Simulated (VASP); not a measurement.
# Mg (I4/mmm) in VASP: further runs

The runs below take Mg through single point, with PBE.

Program: VASP 6.6.1. These are calculated values, not measurements. Logs are shortened: lines on timing, memory, paths and dates and some standing lists are left out, and cuts for length are marked.

### 1 The cell of the first run

Symmetry: I4/mmm, No. 139, tetragonal system. Conventional cell: a = 3.757 Å, b = 3.757 Å, c = 3.273 Å, α = 90.00°, β = 90.00°, γ = 90.00°. Within 4.1 Å of Mg (site symmetry 4/mmm) lie 14 Mg at 3.12 to 3.76 Å.

### 2 Single point, PBE

Contents of INCAR:

```
PREC     = Accurate       # precision mode
ENCUT    = 520            # plane-wave cutoff, eV
EDIFF    = 1E-6           # SCF threshold, eV
ISMEAR   = 0              # smearing method
SIGMA    = 0.15           # smearing width, eV
LREAL    = F              # projectors in reciprocal space
LASPH    = T              # aspherical terms in the spheres
NELM     = 60             # most SCF steps
ALGO     = Fast           # electronic algorithm
ISIF     = 2              # what is computed and relaxed
LWAVE    = F              # write WAVECAR
LCHARG   = F              # write CHGCAR
GGA      = PE             # functional
NBANDS   = 7              # bands
```

Contents of KPOINTS:

```
Automatic mesh
0
Gamma
  18 18 18
```

Contents of POSCAR:

```
Mg
1.0
   -1.8784000000      1.8784000000      1.6366500000
    1.8784000000     -1.8784000000      1.6366500000
    1.8784000000      1.8784000000     -1.6366500000
Mg
1
Direct
    0.0000000000      0.0000000000      0.0000000000
```

Potentials or basis: VASP PAW PBE potentials, release 64 (Mg).

The run is started by

```
> cat potpaw_PBE.64/Mg/POTCAR > POTCAR
> mpirun -np 1 vasp_std > vasp.out
```

OUTCAR:

```text
PREC = Accurate
   ENCUT = 520
   EDIFF = 1E-6
   ISMEAR = 0
   LREAL = F
   LASPH = T
   NELM = 60
   ISIF = 2
   GGA = PE

 ion  position               nearest neighbor table
   1  0.000  0.000  0.000-

  LATTYP: Found a body centered tetragonal cell.
 ALAT       =     3.7568000000
 C/A-ratio  =     0.8713000426

  Lattice vectors:

 A1 = (  -1.8784000000,   1.8784000000,   1.6366500000)
 A2 = (   1.8784000000,  -1.8784000000,   1.6366500000)
 A3 = (   1.8784000000,   1.8784000000,  -1.6366500000)

Analysis of symmetry for initial positions (statically):
=====================================================================
 Subroutine PRICEL returns:
 Original cell was already a primitive cell.

 Routine SETGRP: Setting up the symmetry group for a
 body centered tetragonal supercell.

 Subroutine GETGRP returns: Found 16 space group operations
 (whereof 16 operations were pure point group operations)
 out of a pool of 16 trial point group operations.

The static configuration has the point symmetry D_4h.

Analysis of symmetry for dynamics (positions and initial velocities):
=====================================================================
 Subroutine PRICEL returns:
 Original cell was already a primitive cell.

 Routine SETGRP: Setting up the symmetry group for a
 body centered tetragonal supercell.

 Subroutine GETGRP returns: Found 16 space group operations
 (whereof 16 operations were pure point group operations)
 out of a pool of 16 trial point group operations.

The dynamic configuration has the point symmetry D_4h.

 Subroutine INISYM returns: Found 16 space group operations
 (whereof 16 operations are pure point group operations),
 and found     1 'primitive' translations

----------------------------------------------------------------------------------------

                                     Primitive cell

  volume of cell :      23.0989

  direct lattice vectors                    reciprocal lattice vectors
    -1.878400000  1.878400000  1.636650000     0.000000000  0.266183986  0.305502093
     1.878400000 -1.878400000  1.636650000     0.266183986  0.000000000  0.305502093
     1.878400000  1.878400000 -1.636650000     0.266183986  0.266183986  0.000000000

  length of vectors
     3.120159666  3.120159666  3.120159666     0.405198030  0.405198030  0.376441004

  position of ions in fractional coordinates (direct lattice)
     0.000000000  0.000000000  0.000000000

  ion indices of the primitive-cell ions
   primitive index   ion index
                 1           1

----------------------------------------------------------------------------------------

 KPOINTS: Automatic mesh

Automatic generation of k-mesh.
 Grid dimensions read from file:
 generate k-points for:   18   18   18

 Generating k-lattice:

  Cartesian coordinates                     Fractional coordinates (reciprocal lattice)
     0.000000000  0.014787999  0.016972338     0.055555556  0.000000000 -0.000000000
     0.014787999  0.000000000  0.016972338     0.000000000  0.055555556 -0.000000000
     0.014787999  0.014787999  0.000000000     0.000000000  0.000000000  0.055555556

  Length of vectors
     0.022511002  0.022511002  0.020913389

  Shift w.r.t. Gamma in fractional coordinates (k-lattice)
     0.000000000  0.000000000  0.000000000

 Subroutine IBZKPT returns following result:
 ===========================================

 Found    480 irreducible k-points:

 Following reciprocal coordinates:
            Coordinates               Weight
  0.000000  0.000000  0.000000      1.000000
  0.055556  0.000000 -0.000000      8.000000
  0.111111  0.000000 -0.000000      8.000000
  0.166667  0.000000  0.000000      8.000000
  0.222222  0.000000 -0.000000      8.000000
  0.277778  0.000000 -0.000000      8.000000
[... 16 lines left out ...]
 -0.277778  0.055556  0.000000     16.000000
 -0.222222  0.055556  0.000000     16.000000
 [... further k-points ...]
   k-points           NKPTS =    480   k-points in BZ     NKDIM =    480   number of bands    NBANDS=      7
   number of dos      NEDOS =    301   number of ions     NIONS =      1
   total plane-waves  NPLWV =  13824
   dimension x,y,z NGX =    24 NGY =   24 NGZ =   24
   dimension x,y,z NGXF=    48 NGYF=   48 NGZF=   48
   ions per type =               1
   NGX,Y,Z   is equivalent  to a cutoff of  12.79, 12.79, 12.79 a.u.
   NGXF,Y,Z  is equivalent  to a cutoff of  25.57, 25.57, 25.57 a.u.
 SYSTEM =  unknown system
   PREC   = accura    normal or accurate (medium, high low for compatibility)
   ISTART =      0    job   : 0-new  1-cont  2-samecut
   ICHARG =      2    charge: 1-file 2-atom 10-const
   ISPIN  =      1    spin polarized calculation?
   LNONCOLLINEAR =      F non collinear calculations
   LSORBIT =      F    spin-orbit coupling
   LASPH  =      T    aspherical Exc in radial PAW
   ENCUT  =  520.0 eV  38.22 Ry    6.18 a.u.   5.80  5.80  5.80*2*pi/ulx,y,z
   NELM   =     60;   NELMIN=  2; NELMDL= -5     # of ELM steps
   EDIFF  = 0.1E-05   stopping-criterion for ELM
   LREAL  =      F    real-space projection
   EDIFFG = 0.1E-04   stopping-criterion for IOM
   NSW    =      0    number of steps for IOM
   IBRION =     -1    ionic relax: 0-MD 1-quasi-New 2-CG
   NFREE  =      0    steps in history (QN), initial steepest desc. (CG)
   ISIF   =      2    stress and relaxation
   ISYM   =      2    0-nonsym 1-usesym 2-fastsym
   POTIM  = 0.5000    time-step for ionic-motion
   TEBEG  =    0.0;   TEEND  =   0.0 temperature during run
   PSTRESS=    0.0 pullay stress
   NELECT =       2.0000    total number of electrons
   NUPDOWN=      -1.0000    fix difference up-down
   EMIN   =  10.00;   EMAX   =-10.00  energy-range for DOS
   EFERMI =   0.00;   METHOD = LEGACY
   ISMEAR =     0;   SIGMA  =   0.15  broadening in eV -4-tet -1-fermi 0-gaus
   EFERMI_NEDOS =   21; number of points for ismear=-14 and -15
   IALGO  =     68    algorithm
   IMIX   =      4    mixing-type and parameters
     AMIX     =   0.40;   BMIX     =  1.00
     AMIX_MAG =   1.60;   BMIX_MAG =  1.00
  volume/ion in A,a.u.               =      23.10       155.88
  Fermi-wavevector in a.u.,A,eV,Ry     =   0.724248  1.368631  7.136741  0.524536
  Thomas-Fermi vector in A             =   1.814670
   LORBIT       =      0    0 simple, 1 ext, 2 COOP (PROOUT), +10 PAW based schemes
   GGA     = PE    functional components
   LHFCALC =     F    Hartree Fock is set to
   AEXX    =    0.0000 exact exchange contribution
   IVDW    =     0    specifies the selected vdW correction
   LEPSILON=     F    determine dielectric tensor
   LRPA    =     F    only Hartree local field effects (RPA)
 non-spin polarized calculation
 RMM-DIIS sequential band-by-band and
 Gauss-broadening in eV      SIGMA  =   0.15
  energy-cutoff  :      520.00
  volume of cell :       23.10
 maximum number of plane-waves:       632
   NGX = 11   NGY = 11   NGZ = 11

 number of electron       2.0000000 magnetization

 Free energy of the ion-electron system (eV)
  ---------------------------------------------------
  ext. energy  EPLUGINS =         0.00000000
  ---------------------------------------------------
  free energy    TOTEN  =        -1.47655557 eV

  energy without entropy =       -1.47137003  energy(sigma->0) =       -1.47396280

 E-fermi :   2.6188     XC(G=0):  -8.4730

 val. band max:        2.6093086961   @ k =   0.3333   0.2778   0.0556
 cond. band min:       2.6330209018   @ k =   0.5000   0.0556   0.0000
 fundamental gap:      0.0237122058
 Fermi energy:         2.6187621254

 k-point     1 :       0.0000    0.0000    0.0000
  band No.  band energies     occupation
      1      -4.3025      2.00000
      2      13.8785      0.00000
      3      16.1023      0.00000
      4      16.1125      0.00000
      5      16.1125      0.00000
      6      16.7721      0.00000
      7      16.7721      0.00000

 k-point     2 :       0.0556    0.0000   -0.0000
  band No.  band energies     occupation
      1      -4.2260      2.00000
      2      13.5251      0.00000
      3      15.1680      0.00000
      4      15.8444      0.00000
      5      16.2179      0.00000
      6      16.6190      0.00000
      7      16.9509      0.00000

 k-point     3 :       0.1111    0.0000   -0.0000
  band No.  band energies     occupation
      1      -3.9970      2.00000
      2      12.8717      0.00000
      3      13.6740      0.00000
      4      14.6845      0.00000
      5      15.2568      0.00000
      6      17.1175      0.00000
      7      17.6602      0.00000

 k-point     4 :       0.1667    0.0000    0.0000
  band No.  band energies     occupation
      1      -3.6164      2.00000
      2      11.7481      0.00000
      3      12.2307      0.00000
      4      13.9198      0.00000
      5      14.2899      0.00000
      6      16.4076      0.00000
      7      18.4732      0.00000

 k-point     5 :       0.2222    0.0000   -0.0000
  band No.  band energies     occupation
      1      -3.0861      2.00000
      2       9.8239      0.00000
      3      11.6786      0.00000
      4      13.3064      0.00000
      5      13.4243      0.00000
      6      15.6732      0.00000
      7      18.8290      0.00000

 k-point     6 :       0.2778    0.0000   -0.0000
  band No.  band energies     occupation
      1      -2.4088      2.00000
      2       7.9829      0.00000
      3      11.2352      0.00000
      4      12.6882      0.00000
      5      12.8171      0.00000
      6      15.0159      0.00000
      7      19.1902      0.00000

 k-point     7 :       0.3333    0.0000   -0.0000
  band No.  band energies     occupation
      1      -1.5878      2.00000
      2       6.2494      0.00000
      3      10.9052      0.00000
      4      12.0938      0.00000
      5      12.4471      0.00000
      6      14.4689      0.00000
      7      19.6289      0.00000
[... 121 lines left out ...]
 k-point    20 :      -0.4444    0.0556    0.0000
  band No.  band energies     occupation
      1      -0.1251      2.00000
      2       4.0247      0.00000
      3       9.6444      0.00000
      4      11.5789      0.00000
      5      12.4165      0.00000
      6      14.6986      0.00000
      7      21.2666      0.00000

 k-point    21 :      -0.3889    0.0556    0.0000
  band No.  band energies     occupation
      1      -1.1401      2.00000
      2       5.5774      0.00000
      3       9.7818      0.00000
      4      11.9685      0.00000
      5      12.5938      0.00000
      6      15.1074      0.00000
      7      20.9510      0.00000

 k-point    22 :      -0.3333    0.0556    0.0000
  band No.  band energies     occupation
      1      -2.0211      2.00000
      2       7.2508      0.00000
      3      10.0546      0.00000
      4      12.4497      0.00000
      5      12.9423      0.00000
      6      15.6416      0.00000
      7      20.4936      0.00000

 k-point    23 :      -0.2778    0.0556    0.0000
  band No.  band energies     occupation
      1      -2.7606      2.00000
      2       9.0175      0.00000
      3      10.4760      0.00000
      4      12.9841      0.00000
      5      13.4962      0.00000
      6      16.2828      0.00000
      7      19.8827      0.00000

 k-point    24 :      -0.2222    0.0556    0.0000
  band No.  band energies     occupation
      1      -3.3545      2.00000
      2      10.6586      0.00000
      3      11.2443      0.00000
      4      13.5792      0.00000
      5      14.2376      0.00000
      6      16.9965      0.00000
      7      18.9713      0.00000

 [... further k-points ...]

------------------------ aborting loop because EDIFF is reached ----------------------------------------

  FORCE on cell =-STRESS in cart. coord.  units (eV):
  Direction    XX          YY          ZZ          XY          YZ          ZX
  --------------------------------------------------------------------------------------
  -------------------------------------------------------------------------------------
  Total       -0.0629656     -0.0629656      0.0641595      0.0000000      0.0000000      0.0000000
  in kB       -4.3673922     -4.3673922      4.4501999      0.0000000      0.0000000      0.0000000
  external PRESSURE =      -1.4281948 kB  Pullay stress =       0.0000000 kB

 VOLUME and BASIS-vectors are now :
 -----------------------------------------------------------------------------
  energy-cutoff  :      520.00
  volume of cell :       23.10
      direct lattice vectors                 reciprocal lattice vectors
    -1.878400000  1.878400000  1.636650000     0.000000000  0.266183986  0.305502093
     1.878400000 -1.878400000  1.636650000     0.266183986  0.000000000  0.305502093
     1.878400000  1.878400000 -1.636650000     0.266183986  0.266183986  0.000000000

 POSITION                                       TOTAL-FORCE (eV/Angst)
 -----------------------------------------------------------------------------------
      0.00000      0.00000      0.00000         0.000000     -0.000000     -0.000000
 -----------------------------------------------------------------------------------
    total drift:                                0.000000      0.000000      0.000000

  FREE ENERGIE OF THE ION-ELECTRON SYSTEM (eV)
  ---------------------------------------------------
  free  energy   TOTEN  =        -1.4765555661 eV

  energy  without entropy=       -1.4713700281  energy(sigma->0) =       -1.47396280
```

Wall time 14 s (1 thread of Intel Xeon 6975P-C (Granite Rapids), shared host); peak memory 0.2 GiB.

What came out:

| Quantity | Value |
| --- | --- |
| Free energy | -1.4766 eV |
| Pressure | -0.1 GPa |
| Band gap on the k mesh | zero (band 1 reaches 5.60 eV, above the bottom of band 2 at 1.07 eV) |

Levels at points of the mesh, in eV from the Fermi level:
```
           k point  band 1  band 2  band 3  band 4  band 5  band 6
(0.00, 0.00, 0.00)   -6.92   11.26   13.48   13.49   13.49   14.15
(0.50, 0.00, 0.00)   -1.23   -0.52    7.91    8.66    9.38   11.09
(0.50, 0.50, 0.00)   -1.85   -1.55   10.44   11.04   12.11   12.15
(0.50, 0.50, 0.50)    2.83    2.83    3.38    3.97    6.18    8.30
```

### 3 Single point, PBE

This run uses another cell than the first one, of 23.15 Å³/atom, 1.002 times its volume.

Contents of INCAR:

```
SYSTEM = Mg
PREC     = Accurate       ! precision mode
ENCUT    = 520            ! plane-wave cutoff, eV
EDIFF    = 1E-6           ! SCF threshold, eV
ISMEAR   = 0              ! smearing method
SIGMA    = 0.15           ! smearing width, eV
LREAL    = .False.        ! projectors in reciprocal space
LASPH    = .True.         ! aspherical terms in the spheres
NELM     = 80             ! most SCF steps
ALGO     = Fast           ! electronic algorithm
ISIF     = 2              ! what is computed and relaxed
LWAVE    = .False.        ! write WAVECAR
LCHARG   = .True.         ! write CHGCAR
GGA      = PE             ! functional
LELF     = .True.         ! ELF
LVHAR    = .True.       
NBANDS   = 7              ! bands
```

Contents of KPOINTS:

```
Automatic mesh
0
Gamma
  18 18 18
  0 0 0
```

Contents of POSCAR:

```
Mg
1.0
   -1.9640500000      1.9640500000      1.5003000000
    1.9640500000     -1.9640500000      1.5003000000
    1.9640500000      1.9640500000     -1.5003000000
Mg
1
Direct
    0.0000000000      0.0000000000      0.0000000000
```

Potentials or basis: VASP PAW PBE potentials, release 64 (Mg).

The run is started by

```
> cat potpaw_PBE.64/Mg/POTCAR > POTCAR
> mpirun -np 1 vasp_std > vasp.out
```

Wall time 14 s (1 thread of Intel Xeon 6975P-C (Granite Rapids), shared host); peak memory 0.2 GiB.

Results (log left out):

```yaml
Free_energy: -1.4389 eV
Pressure: 0.9 GPa
Band_gap_on_the_k_mesh: zero (band 1 reaches 4.80 eV, above the bottom of band 2 at 0.47 eV)
```

Stress tensor (GPa, compression positive):
```
-1.04  0.00  0.00
 0.00 -1.04  0.00
 0.00  0.00  4.88
```

Levels at points of the mesh, in eV from the Fermi level:
```csv
k point,band 1,band 2,band 3,band 4,band 5,band 6
"(0.00, 0.00, 0.00)",-6.85,9.85,11.78,11.78,12.19,15.87
"(0.50, 0.00, 0.00)",-0.84,0.05,7.49,8.37,8.87,10.92
"(0.50, 0.50, 0.00)",-2.08,-2.07,12.54,12.73,13.27,14.46
"(0.50, 0.50, 0.50)",2.03,2.03,2.94,3.17,8.95,10.30
```
